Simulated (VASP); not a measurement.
# La2Ir (P6/mmm) in VASP: relaxation of cell and atoms with PBE

Aim: the relaxation of cell and atoms of La2Ir with PBE.

All numbers are computed with VASP 6.6.1; they aren't measurements. Logs are shortened: lines on timing, memory, paths and dates and some standing lists are left out, and cuts for length are marked.

### Step 1. The cell of the first run

The structure is hexagonal, space group P6/mmm (No. 191). Conventional cell: a = 5.313 Å, b = 5.313 Å, c = 3.019 Å, α = 90.00°, β = 90.00°, γ = 120.00°. La (site symmetry -6m2) has 5 La at 3.02 to 3.07 Å and 3 Ir at 3.07 Å within 4.0 Å. Ir (site symmetry 6/mmm) has 2 Ir at 3.02 Å and 6 La at 3.07 Å within 4.0 Å.

### Step 2. Relaxation of cell and atoms, PBE

File INCAR:

```
SYSTEM = La2Ir
  PREC = Accurate
  ENCUT = 600
  EDIFF = 1E-6
  ISMEAR = 0
  SIGMA = 0.1
  LREAL = .FALSE.
  LASPH = .TRUE.
  NELM = 100
  ALGO = Normal
  ISIF = 3
  LWAVE = .FALSE.
  LCHARG = .FALSE.
  GGA = PE
  IBRION = 2
  NSW = 100
  EDIFFG = -0.01
```

File KPOINTS:

```
Automatic mesh
0
G
  12 12 16
  0 0 0
```

File POSCAR:

```
La2Ir
1.0
    5.3132794401      0.0000000000      0.0000000000
   -2.6566397200      4.6014349725      0.0000000000
    0.0000000000      0.0000000000      3.0192869996
La Ir
2 1
Direct
    0.6666666667      0.3333333333      0.0000000000
    0.3333333333      0.6666666667      0.0000000000
    0.0000000000      0.0000000000      0.0000000000
```

Potentials or basis: VASP PAW PBE potentials, release 64 (La, Ir).

On the command line:

```
$ cat potpaw_PBE.64/La/POTCAR potpaw_PBE.64/Ir/POTCAR > POTCAR
$ mpirun -np 1 vasp_std > vasp.out
```

OUTCAR:

```text
SYSTEM = La2Ir
   PREC = Accurate
   ENCUT = 600
   EDIFF = 1E-6
   ISMEAR = 0
   LREAL = .FALSE.
   LASPH = .TRUE.
   NELM = 100
   ISIF = 3
   GGA = PE
   IBRION = 2
   NSW = 100
   EDIFFG = -0.01

 ion  position               nearest neighbor table
   1  0.667  0.333  0.000-   2 3.07   3 3.07   2 3.07   3 3.07   3 3.07   2 3.07
   2  0.333  0.667  0.000-   1 3.07   3 3.07   1 3.07   3 3.07   3 3.07   1 3.07
   3  0.000  0.000  0.000-   1 3.07   2 3.07   2 3.07   1 3.07   1 3.07   2 3.07

  LATTYP: Found a hexagonal cell.
 ALAT       =     5.3132794401
 C/A-ratio  =     0.5682530034

  Lattice vectors:

 A1 = (   5.3132794401,   0.0000000000,   0.0000000000)
 A2 = (  -2.6566397200,   4.6014349725,   0.0000000000)
 A3 = (   0.0000000000,   0.0000000000,   3.0192869996)

Analysis of symmetry for initial positions (statically):
=====================================================================
 Subroutine PRICEL returns:
 Original cell was already a primitive cell.

 Routine SETGRP: Setting up the symmetry group for a
 hexagonal supercell.

 Subroutine GETGRP returns: Found 24 space group operations
 (whereof 24 operations were pure point group operations)
 out of a pool of 24 trial point group operations.

The static configuration has the point symmetry D_6h.

Analysis of symmetry for dynamics (positions and initial velocities):
=====================================================================
 Subroutine PRICEL returns:
 Original cell was already a primitive cell.

 Routine SETGRP: Setting up the symmetry group for a
 hexagonal supercell.

 Subroutine GETGRP returns: Found 24 space group operations
 (whereof 24 operations were pure point group operations)
 out of a pool of 24 trial point group operations.

The dynamic configuration has the point symmetry D_6h.

 Subroutine INISYM returns: Found 24 space group operations
 (whereof 24 operations are pure point group operations),
 and found     1 'primitive' translations

----------------------------------------------------------------------------------------

                                     Primitive cell

  volume of cell :      73.8177

  direct lattice vectors                    reciprocal lattice vectors
     5.313279440  0.000000000  0.000000000     0.188207681  0.108661755  0.000000000
    -2.656639720  4.601434972  0.000000000     0.000000000  0.217323510  0.000000000
     0.000000000  0.000000000  3.019287000     0.000000000  0.000000000  0.331204023

  length of vectors
     5.313279440  5.313279440  3.019287000     0.217323510  0.217323510  0.331204023

  position of ions in fractional coordinates (direct lattice)
     0.666666667  0.333333333  0.000000000
     0.333333333  0.666666667  0.000000000
     0.000000000  0.000000000  0.000000000

  ion indices of the primitive-cell ions
   primitive index   ion index
                 1           1
                 2           2
                 3           3

----------------------------------------------------------------------------------------

 KPOINTS: Automatic mesh

Automatic generation of k-mesh.
 Grid dimensions read from file:
 generate k-points for:   12   12   16

 Generating k-lattice:

  Cartesian coordinates                     Fractional coordinates (reciprocal lattice)
     0.015683973  0.009055146  0.000000000     0.083333333  0.000000000  0.000000000
     0.000000000  0.018110293  0.000000000     0.000000000  0.083333333  0.000000000
     0.000000000  0.000000000  0.020700251     0.000000000  0.000000000  0.062500000

  Length of vectors
     0.018110293  0.018110293  0.020700251

  Shift w.r.t. Gamma in fractional coordinates (k-lattice)
     0.000000000  0.000000000  0.000000000

 Subroutine IBZKPT returns following result:
 ===========================================

 Found    171 irreducible k-points:

 Following reciprocal coordinates:
            Coordinates               Weight
  0.000000  0.000000  0.000000      1.000000
  0.083333  0.000000  0.000000      6.000000
  0.166667  0.000000  0.000000      6.000000
  0.250000  0.000000  0.000000      6.000000
  0.333333  0.000000  0.000000      6.000000
  0.416667  0.000000  0.000000      6.000000
[... 16 lines left out ...]
  0.250000  0.000000  0.062500     12.000000
  0.333333  0.000000  0.062500     12.000000
 [... further k-points ...]
   k-points           NKPTS =    171   k-points in BZ     NKDIM =    171   number of bands    NBANDS=     19
   number of dos      NEDOS =    301   number of ions     NIONS =      3
   total plane-waves  NPLWV =  42336
   dimension x,y,z NGX =    42 NGY =   42 NGZ =   24
   dimension x,y,z NGXF=    84 NGYF=   84 NGZF=   48
   ions per type =               2   1
   NGX,Y,Z   is equivalent  to a cutoff of  13.14, 13.14, 13.21 a.u.
   NGXF,Y,Z  is equivalent  to a cutoff of  26.28, 26.28, 26.43 a.u.
 SYSTEM =  La2Ir
   PREC   = accura    normal or accurate (medium, high low for compatibility)
   ISTART =      0    job   : 0-new  1-cont  2-samecut
   ICHARG =      2    charge: 1-file 2-atom 10-const
   ISPIN  =      1    spin polarized calculation?
   LNONCOLLINEAR =      F non collinear calculations
   LSORBIT =      F    spin-orbit coupling
   LASPH  =      T    aspherical Exc in radial PAW
   ENCUT  =  600.0 eV  44.10 Ry    6.64 a.u.  10.61 10.61  6.03*2*pi/ulx,y,z
   NELM   =    100;   NELMIN=  2; NELMDL= -5     # of ELM steps
   EDIFF  = 0.1E-05   stopping-criterion for ELM
   LREAL  =      F    real-space projection
   EDIFFG = -.1E-01   stopping-criterion for IOM
   NSW    =    100    number of steps for IOM
   IBRION =      2    ionic relax: 0-MD 1-quasi-New 2-CG
   NFREE  =      1    steps in history (QN), initial steepest desc. (CG)
   ISIF   =      3    stress and relaxation
   ISYM   =      2    0-nonsym 1-usesym 2-fastsym
   POTIM  = 0.5000    time-step for ionic-motion
   TEBEG  =    0.0;   TEEND  =   0.0 temperature during run
   PSTRESS=    0.0 pullay stress
   NELECT =      31.0000    total number of electrons
   NUPDOWN=      -1.0000    fix difference up-down
   EMIN   =  10.00;   EMAX   =-10.00  energy-range for DOS
   EFERMI =   0.00;   METHOD = LEGACY
   ISMEAR =     0;   SIGMA  =   0.10  broadening in eV -4-tet -1-fermi 0-gaus
   EFERMI_NEDOS =   21; number of points for ismear=-14 and -15
   IALGO  =     38    algorithm
   IMIX   =      4    mixing-type and parameters
     AMIX     =   0.40;   BMIX     =  1.00
     AMIX_MAG =   1.60;   BMIX_MAG =  1.00
  volume/ion in A,a.u.               =      24.61       166.05
  Fermi-wavevector in a.u.,A,eV,Ry     =   1.225957  2.316723 20.449160  1.502971
  Thomas-Fermi vector in A             =   2.360976
   LORBIT       =      0    0 simple, 1 ext, 2 COOP (PROOUT), +10 PAW based schemes
   GGA     = PE    functional components
   LHFCALC =     F    Hartree Fock is set to
   AEXX    =    0.0000 exact exchange contribution
   IVDW    =     0    specifies the selected vdW correction
   LEPSILON=     F    determine dielectric tensor
   LRPA    =     F    only Hartree local field effects (RPA)
 conjugate gradient relaxation of ions
 non-spin polarized calculation
 Gauss-broadening in eV      SIGMA  =   0.10
  energy-cutoff  :      600.00
  volume of cell :       73.82
 maximum number of plane-waves:      2490
   NGX = 21   NGY = 21   NGZ = 13

--------------------------------------- Ionic step        1  -------------------------------------------

 number of electron      31.0000001 magnetization

 Free energy of the ion-electron system (eV)
  ---------------------------------------------------
  ext. energy  EPLUGINS =         0.00000000
  ---------------------------------------------------
  free energy    TOTEN  =       -17.91326893 eV

  energy without entropy =      -17.89643662  energy(sigma->0) =      -17.90485278

------------------------ aborting loop because EDIFF is reached ----------------------------------------

  FORCE on cell =-STRESS in cart. coord.  units (eV):
  Direction    XX          YY          ZZ          XY          YZ          ZX
  --------------------------------------------------------------------------------------
  -------------------------------------------------------------------------------------
  Total       -0.2114243     -0.2114243      0.7318102     -0.0000000      0.0000000      0.0000000
  in kB       -4.5888632     -4.5888632     15.8835910     -0.0000000      0.0000000      0.0000000
  external PRESSURE =       2.2352882 kB  Pullay stress =       0.0000000 kB
[... 133 lines left out ...]
  energy  without entropy=      -17.9018934276  energy(sigma->0) =      -17.91042305

--------------------------------------- Ionic step        5  -------------------------------------------

 number of electron      31.0000001 magnetization

 Free energy of the ion-electron system (eV)
  ---------------------------------------------------
  ext. energy  EPLUGINS =         0.00000000
  ---------------------------------------------------
  free energy    TOTEN  =       -17.91908324 eV

  energy without entropy =      -17.90203740  energy(sigma->0) =      -17.91056032

 E-fermi :   9.7120     XC(G=0): -11.0974

 val. band max:        9.7119178516   @ k =   0.2500   0.0000   0.2500
 cond. band min:       9.7151541278   @ k =   0.5000   0.0000   0.0625
 fundamental gap:      0.0032362762
 Fermi energy:         9.7120053849

 k-point     1 :       0.0000    0.0000    0.0000
  band No.  band energies     occupation
      1     -23.3470      2.00000
      2     -22.5433      2.00000
      3      -8.0177      2.00000
      4      -8.0177      2.00000
      5      -5.8687      2.00000
      6      -5.8687      2.00000
[... 11 lines left out ...]
     18      10.3776      0.00000
     19      11.3213      0.00000
[... 489 lines left out ...]
      3      -8.1200      2.00000
      4      -7.6738      2.00000
      5      -6.1914      2.00000
      6      -5.6266      2.00000
[... 11 lines left out ...]
     18       9.9471      0.00089
     19      11.2342      0.00000

 [... further k-points ...]
[... 5 lines left out ...]
  --------------------------------------------------------------------------------------
  -------------------------------------------------------------------------------------
  Total       -0.0031758     -0.0031758      0.0035173     -0.0000000      0.0000000      0.0000000
  in kB       -0.0682755     -0.0682755      0.0756176     -0.0000000      0.0000000      0.0000000
  external PRESSURE =      -0.0203111 kB  Pullay stress =       0.0000000 kB
[... 18 lines left out ...]
  FREE ENERGIE OF THE ION-ELECTRON SYSTEM (eV)
  ---------------------------------------------------
  free  energy   TOTEN  =       -17.9190832443 eV

  energy  without entropy=      -17.9020374022  energy(sigma->0) =      -17.91056032

 reached required accuracy - stopping structural energy minimisation
```

Wall time 15 min (1 thread of Intel Xeon 6975P-C (Granite Rapids), shared host); peak memory 0.49 GiB.

What came out:

| Quantity | Value |
| --- | --- |
| Free energy | -17.9191 eV |
| Relaxed volume | 24.84 Å³/atom |
| Relaxed cell | a = 5.300 Å, b = 5.300 Å, c = 3.064 Å, α = 90.00°, β = 90.00°, γ = 120.00° |
| Space group after relaxing (to 0.05 Å) | P6/mmm (No. 191) |
| Energy gained by relaxing | 1.9 meV/atom |
| Ionic steps | 5 |
| Pressure after relaxing | 0.0 GPa |

The path:
```tsv
step	energy change (eV)	largest force (eV/Å)	pressure (GPa)	volume (Å³)
1	0.0000	0.0000	0.22	73.82
2	-0.0055	0.0000	0.27	74.18
3	-0.0056	0.0000	0.28	74.23
4	-0.0057	0.0000	-0.20	74.74
5	-0.0058	0.0000	0.00	74.52
```

Final structure:
```cif
data_structure
_symmetry_space_group_name_H-M 'P 1'
_symmetry_Int_Tables_number 1
_cell_length_a 5.2997
_cell_length_b 5.2997
_cell_length_c 3.0639
_cell_angle_alpha 90.000
_cell_angle_beta 90.000
_cell_angle_gamma 120.000
_cell_volume 74.52
loop_
_atom_site_label
_atom_site_type_symbol
_atom_site_fract_x
_atom_site_fract_y
_atom_site_fract_z
_atom_site_occupancy
La1 La 0.66667 0.33333 0.00000 1
La2 La 0.33333 0.66667 0.00000 1
Ir1 Ir 0.00000 0.00000 0.00000 1
```

Caveat: spin-orbit coupling is left out, which moves the levels of the heavy elements.
